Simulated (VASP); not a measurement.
# Ca (Im-3m) in VASP: a series of runs

Ca is run at these levels: LDA; tasks: single point, relaxation of cell and atoms.

Program: VASP 6.6.1. These are calculated values, not measurements. Logs are shortened: lines on timing, memory, paths and dates and some standing lists are left out, and cuts for length are marked.

### 1 The cell of the first run

The structure is cubic, space group Im-3m (No. 229). Conventional cell: a = 4.231 Å, b = 4.231 Å, c = 4.231 Å, α = 90.00°, β = 90.00°, γ = 90.00°. Ca (site symmetry m-3m) has 14 Ca at 3.66 to 4.23 Å within 4.8 Å.

This isn't the form of Ca at room conditions, which is fcc.

### 2 Single point, LDA

INCAR

```
ALGO = Normal ; EDIFF = 1E-6
ENCUT = 500 ; GGA_COMPAT = False
ISIF = 2 ; ISMEAR = -1
LASPH = True ; LCHARG = True
LELF = True ; LREAL = False
LVHAR = True ; LWAVE = False
NBANDS = 11 ; NELM = 120
PREC = Accurate ; SIGMA = 0.1
```

KPOINTS

```
k-points
0
Gamma
  8 8 8
```

POSCAR

```
Ca
1.0
   -2.1153147150      2.1153147150      2.1153147150
    2.1153147150     -2.1153147150      2.1153147150
    2.1153147150      2.1153147150     -2.1153147150
Ca
1
Direct
    0.0000000000      0.0000000000      0.0000000000
```

Potentials or basis: VASP PAW LDA potentials, release 64 (Ca_sv).

On the command line:

```console
cat potpaw_LDA.64/Ca_sv/POTCAR > POTCAR
mpirun -np 1 vasp_std > vasp.out
```

OUTCAR:

```text
EDIFF = 1E-6
   ENCUT = 500
   ISIF = 2
   ISMEAR = -1
   LASPH = True
   LREAL = False
   NELM = 120
   PREC = Accurate

 ion  position               nearest neighbor table
   1  0.000  0.000  0.000-

  LATTYP: Found a body centered cubic cell.
 ALAT       =     4.2306294300

  Lattice vectors:

 A1 = (  -2.1153147150,   2.1153147150,   2.1153147150)
 A2 = (   2.1153147150,  -2.1153147150,   2.1153147150)
 A3 = (   2.1153147150,   2.1153147150,  -2.1153147150)

Analysis of symmetry for initial positions (statically):
=====================================================================
 Subroutine PRICEL returns:
 Original cell was already a primitive cell.

 Routine SETGRP: Setting up the symmetry group for a
 body centered cubic supercell.

 Subroutine GETGRP returns: Found 48 space group operations
 (whereof 48 operations were pure point group operations)
 out of a pool of 48 trial point group operations.

The static configuration has the point symmetry O_h .

Analysis of symmetry for dynamics (positions and initial velocities):
=====================================================================
 Subroutine PRICEL returns:
 Original cell was already a primitive cell.

 Routine SETGRP: Setting up the symmetry group for a
 body centered cubic supercell.

 Subroutine GETGRP returns: Found 48 space group operations
 (whereof 48 operations were pure point group operations)
 out of a pool of 48 trial point group operations.

The dynamic configuration has the point symmetry O_h .

 Subroutine INISYM returns: Found 48 space group operations
 (whereof 48 operations are pure point group operations),
 and found     1 'primitive' translations

----------------------------------------------------------------------------------------

                                     Primitive cell

  volume of cell :      37.8604

  direct lattice vectors                    reciprocal lattice vectors
    -2.115314715  2.115314715  2.115314715     0.000000000  0.236371447  0.236371447
     2.115314715 -2.115314715  2.115314715     0.236371447  0.000000000  0.236371447
     2.115314715  2.115314715 -2.115314715     0.236371447  0.236371447  0.000000000

  length of vectors
     3.663832560  3.663832560  3.663832560     0.334279706  0.334279706  0.334279706

  position of ions in fractional coordinates (direct lattice)
     0.000000000  0.000000000  0.000000000

  ion indices of the primitive-cell ions
   primitive index   ion index
                 1           1

----------------------------------------------------------------------------------------

 KPOINTS: k-points

Automatic generation of k-mesh.
 Grid dimensions read from file:
 generate k-points for:    8    8    8

 Generating k-lattice:

  Cartesian coordinates                     Fractional coordinates (reciprocal lattice)
     0.000000000  0.029546431  0.029546431     0.125000000  0.000000000  0.000000000
     0.029546431  0.000000000  0.029546431     0.000000000  0.125000000  0.000000000
     0.029546431  0.029546431  0.000000000     0.000000000  0.000000000  0.125000000

  Length of vectors
     0.041784963  0.041784963  0.041784963

  Shift w.r.t. Gamma in fractional coordinates (k-lattice)
     0.000000000  0.000000000  0.000000000

 Subroutine IBZKPT returns following result:
 ===========================================

 Found     29 irreducible k-points:

 Following reciprocal coordinates:
            Coordinates               Weight
  0.000000  0.000000  0.000000      1.000000
  0.125000  0.000000  0.000000     12.000000
  0.250000  0.000000  0.000000     12.000000
  0.375000  0.000000  0.000000     12.000000
  0.500000  0.000000  0.000000      6.000000
  0.125000  0.125000  0.000000     24.000000
[... 16 lines left out ...]
 -0.250000  0.250000  0.250000      6.000000
 -0.375000  0.375000  0.250000     24.000000
 [... further k-points ...]
   k-points           NKPTS =     29   k-points in BZ     NKDIM =     29   number of bands    NBANDS=     11
   number of dos      NEDOS =    301   number of ions     NIONS =      1
   total plane-waves  NPLWV =  21952
   dimension x,y,z NGX =    28 NGY =   28 NGZ =   28
   dimension x,y,z NGXF=    56 NGYF=   56 NGZF=   56
   ions per type =               1
   NGX,Y,Z   is equivalent  to a cutoff of  12.70, 12.70, 12.70 a.u.
   NGXF,Y,Z  is equivalent  to a cutoff of  25.41, 25.41, 25.41 a.u.
 SYSTEM =  unknown system
   PREC   = accura    normal or accurate (medium, high low for compatibility)
   ISTART =      0    job   : 0-new  1-cont  2-samecut
   ICHARG =      2    charge: 1-file 2-atom 10-const
   ISPIN  =      1    spin polarized calculation?
   LNONCOLLINEAR =      F non collinear calculations
   LSORBIT =      F    spin-orbit coupling
   LASPH  =      T    aspherical Exc in radial PAW
   ENCUT  =  500.0 eV  36.75 Ry    6.06 a.u.   6.68  6.68  6.68*2*pi/ulx,y,z
   NELM   =    120;   NELMIN=  2; NELMDL= -5     # of ELM steps
   EDIFF  = 0.1E-05   stopping-criterion for ELM
   LREAL  =      F    real-space projection
   EDIFFG = 0.1E-04   stopping-criterion for IOM
   NSW    =      0    number of steps for IOM
   IBRION =     -1    ionic relax: 0-MD 1-quasi-New 2-CG
   NFREE  =      0    steps in history (QN), initial steepest desc. (CG)
   ISIF   =      2    stress and relaxation
   ISYM   =      2    0-nonsym 1-usesym 2-fastsym
   POTIM  = 0.5000    time-step for ionic-motion
   TEBEG  =    0.0;   TEEND  =   0.0 temperature during run
   PSTRESS=    0.0 pullay stress
   NELECT =      10.0000    total number of electrons
   NUPDOWN=      -1.0000    fix difference up-down
   EMIN   =  10.00;   EMAX   =-10.00  energy-range for DOS
   EFERMI =   0.00;   METHOD = LEGACY
   ISMEAR =    -1;   SIGMA  =   0.10  broadening in eV -4-tet -1-fermi 0-gaus
   EFERMI_NEDOS =   21; number of points for ismear=-14 and -15
   IALGO  =     38    algorithm
   IMIX   =      4    mixing-type and parameters
     AMIX     =   0.40;   BMIX     =  1.00
     AMIX_MAG =   1.60;   BMIX_MAG =  1.00
  volume/ion in A,a.u.               =      37.86       255.49
  Fermi-wavevector in a.u.,A,eV,Ry     =   1.050380  1.984931 15.011287  1.103298
  Thomas-Fermi vector in A             =   2.185381
   LORBIT       =      0    0 simple, 1 ext, 2 COOP (PROOUT), +10 PAW based schemes
   GGA     = CA    functional components
   LHFCALC =     F    Hartree Fock is set to
   AEXX    =    0.0000 exact exchange contribution
   IVDW    =     0    specifies the selected vdW correction
   LEPSILON=     F    determine dielectric tensor
   LRPA    =     F    only Hartree local field effects (RPA)
 non-spin polarized calculation
  energy-cutoff  :      500.00
  volume of cell :       37.86
 maximum number of plane-waves:       976
   NGX = 13   NGY = 13   NGZ = 13

 number of electron      10.0000000 magnetization

 number of electron       9.9999998 magnetization

 Free energy of the ion-electron system (eV)
  ---------------------------------------------------
  ext. energy  EPLUGINS =         0.00000000
  ---------------------------------------------------
  free energy    TOTEN  =        -2.21538740 eV

  energy without entropy =       -2.17151768  energy(sigma->0) =       -2.19345254

 E-fermi :   2.2393     XC(G=0):  -8.3194

 val. band max:        2.1777852233   @ k =   0.5000   0.5000   0.3750
 cond. band min:       2.2541889329   @ k =   0.5000   0.5000   0.2500
 fundamental gap:      0.0764037096
 Fermi energy:         2.2392958911

 k-point     1 :       0.0000    0.0000    0.0000
  band No.  band energies     occupation
      1     -39.0643      2.00000
      2     -20.2524      2.00000
      3     -20.2524      2.00000
      4     -20.2524      2.00000
      5      -1.9770      2.00000
      6       4.5972      0.00000
      7       4.5972      0.00000
      8       4.5972      0.00000
      9       5.7969      0.00000
     10       5.7969      0.00000
     11      13.1171      0.00000

 k-point     2 :       0.1250    0.0000    0.0000
  band No.  band energies     occupation
      1     -39.0604      2.00000
      2     -20.2849      2.00000
      3     -20.2629      2.00000
      4     -20.2524      2.00000
      5      -1.6678      2.00000
      6       4.4112      0.00000
      7       4.4554      0.00000
      8       4.8399      0.00000
      9       5.6119      0.00000
     10       5.8052      0.00000
     11      12.7809      0.00000

 k-point     3 :       0.2500    0.0000    0.0000
  band No.  band energies     occupation
      1     -39.0511      2.00000
      2     -20.3623      2.00000
      3     -20.2881      2.00000
      4     -20.2525      2.00000
      5      -0.8017      2.00000
      6       3.8267      0.00000
      7       4.0129      0.00000
      8       5.5206      0.00000
      9       5.5884      0.00000
     10       5.8709      0.00000
     11      10.9081      0.00000

 k-point     4 :       0.3750    0.0000    0.0000
  band No.  band energies     occupation
      1     -39.0418      2.00000
      2     -20.4380      2.00000
      3     -20.3133      2.00000
      4     -20.2527      2.00000
      5       0.4064      2.00000
      6       3.0077      0.00092
      7       3.6676      0.00000
      8       5.7110      0.00000
      9       6.0166      0.00000
     10       6.4425      0.00000
     11       8.9675      0.00000

 k-point     5 :       0.5000    0.0000    0.0000
  band No.  band energies     occupation
      1     -39.0379      2.00000
      2     -20.4690      2.00000
      3     -20.3236      2.00000
      4     -20.2527      2.00000
      5       1.2639      1.99988
      6       2.4269      0.26569
      7       3.5365      0.00000
      8       5.7036      0.00000
      9       6.1099      0.00000
     10       6.9842      0.00000
     11       8.2107      0.00000
[... 211 lines left out ...]
 k-point    21 :      -0.3750   -0.3750    0.1250
  band No.  band energies     occupation
      1     -39.0306      2.00000
      2     -20.4093      2.00000
      3     -20.4093      2.00000
      4     -20.2948      2.00000
      5       2.4232      0.27428
      6       2.4232      0.27428
      7       3.0662      0.00051
      8       5.7821      0.00000
      9       5.7821      0.00000
     10       7.5925      0.00000
     11       8.1113      0.00000

 k-point    22 :       0.2500    0.2500    0.2500
  band No.  band energies     occupation
      1     -39.0362      2.00000
      2     -20.3584      2.00000
      3     -20.3584      2.00000
      4     -20.3584      2.00000
      5       2.6174      0.04457
      6       2.6174      0.04457
      7       2.6174      0.04457
      8       6.1615      0.00000
      9       6.1615      0.00000
     10       6.4615      0.00000
     11       8.7513      0.00000

 k-point    23 :      -0.2500    0.2500    0.2500
  band No.  band energies     occupation
      1     -39.0396      2.00000
      2     -20.3657      2.00000
      3     -20.3268      2.00000
      4     -20.3268      2.00000
      5       0.2338      2.00000
      6       3.6559      0.00000
      7       4.4947      0.00000
      8       4.4947      0.00000
      9       5.5647      0.00000
     10       6.0416      0.00000
     11      11.0407      0.00000

 k-point    24 :      -0.3750    0.3750    0.2500
  band No.  band energies     occupation
      1     -39.0315      2.00000
      2     -20.4134      2.00000
      3     -20.3538      2.00000
      4     -20.3326      2.00000
      5       1.2562      1.99989
      6       2.9179      0.00226
      7       4.4883      0.00000
      8       4.7092      0.00000
      9       5.9496      0.00000
     10       6.2744      0.00000
     11       9.2380      0.00000

 [... further k-points ...]

------------------------ aborting loop because EDIFF is reached ----------------------------------------

  FORCE on cell =-STRESS in cart. coord.  units (eV):
  Direction    XX          YY          ZZ          XY          YZ          ZX
  --------------------------------------------------------------------------------------
  -------------------------------------------------------------------------------------
  Total       -0.0096686     -0.0096686     -0.0096686     -0.0000000     -0.0000000      0.0000000
  in kB       -0.4091553     -0.4091553     -0.4091553     -0.0000000     -0.0000000      0.0000000
  external PRESSURE =      -0.4091553 kB  Pullay stress =       0.0000000 kB

 VOLUME and BASIS-vectors are now :
 -----------------------------------------------------------------------------
  energy-cutoff  :      500.00
  volume of cell :       37.86
      direct lattice vectors                 reciprocal lattice vectors
    -2.115314715  2.115314715  2.115314715     0.000000000  0.236371447  0.236371447
     2.115314715 -2.115314715  2.115314715     0.236371447  0.000000000  0.236371447
     2.115314715  2.115314715 -2.115314715     0.236371447  0.236371447  0.000000000

 POSITION                                       TOTAL-FORCE (eV/Angst)
 -----------------------------------------------------------------------------------
      0.00000      0.00000      0.00000        -0.000000      0.000000      0.000000
 -----------------------------------------------------------------------------------
    total drift:                               -0.000000     -0.000000      0.000000

  FREE ENERGIE OF THE ION-ELECTRON SYSTEM (eV)
  ---------------------------------------------------
  free  energy   TOTEN  =        -2.2153874046 eV

  energy  without entropy=       -2.1715176772  energy(sigma->0) =       -2.19345254
```

Run time: 10 s. Hardware: 1 thread of Intel Xeon 8259CL, shared host; peak memory 0.14 GiB.

Results:

| Quantity | Value |
| --- | --- |
| Free energy | -2.2154 eV |
| Pressure | 0.0 GPa |
| Band gap on the k mesh | zero (bands 5 and 6 overlap by 0.46 eV) |

### 3 Relaxation of cell and atoms, LDA

INCAR

```
SYSTEM = Ca
PREC     = Accurate       ! precision mode
ENCUT    = 500            ! plane-wave cutoff, eV
EDIFF    = 1E-7           ! SCF threshold, eV
ISMEAR   = -1             ! smearing method
SIGMA    = 0.1            ! smearing width, eV
LREAL    = .FALSE.        ! projectors in reciprocal space
LASPH    = .TRUE.         ! aspherical terms in the spheres
NELM     = 120            ! most SCF steps
ALGO     = Normal         ! electronic algorithm
ISIF     = 3              ! what is computed and relaxed
LWAVE    = .FALSE.        ! write WAVECAR
LCHARG   = .FALSE.        ! write CHGCAR
IBRION   = 2              ! ionic algorithm
NSW      = 50             ! ionic steps
EDIFFG   = -0.02          ! ionic threshold
GGA_COMPAT= .FALSE.      
NELMIN   = 4
```

KPOINTS

```
Automatic mesh
0
G
  8 8 8
  0 0 0
```

POSCAR is that of step 2.

Potentials or basis: VASP PAW LDA potentials, release 64 (Ca_sv).

On the command line:

```console
cat potpaw_LDA.64/Ca_sv/POTCAR > POTCAR
mpirun -np 1 vasp_std > vasp.out
```

Run time: 8.4 s. Hardware: 1 thread of Intel Xeon 8259CL, shared host; peak memory 0.14 GiB.

Results (log left out):

* Free energy: -2.2154 eV
* Pressure after relaxing: 0.0 GPa
* Band gap on the k mesh: zero (bands 5 and 6 overlap by 0.46 eV)

Final structure:
```cif
data_structure
_symmetry_space_group_name_H-M 'P 1'
_symmetry_Int_Tables_number 1
_cell_length_a 3.6638
_cell_length_b 3.6638
_cell_length_c 3.6638
_cell_angle_alpha 109.471
_cell_angle_beta 109.471
_cell_angle_gamma 109.471
_cell_volume 37.86
loop_
_atom_site_label
_atom_site_type_symbol
_atom_site_fract_x
_atom_site_fract_y
_atom_site_fract_z
_atom_site_occupancy
Ca1 Ca 0.00000 0.00000 0.00000 1
```

Levels at points of the mesh, in eV from the Fermi level:
| k point | band 3 | band 4 | band 5 | band 6 | band 7 | band 8 |
| --- | --- | --- | --- | --- | --- | --- |
| (0.00, 0.00, 0.00) | -22.49 | -22.49 | -4.22 | 2.36 | 2.36 | 2.36 |
| (0.50, 0.00, 0.00) | -22.56 | -22.49 | -0.98 | 0.19 | 1.30 | 3.46 |
| (0.50, 0.50, 0.50) | -22.65 | -22.65 | -0.08 | -0.08 | 4.42 | 4.42 |

The gap in the log of VASP goes by the Fermi energy; the results here count the filled bands.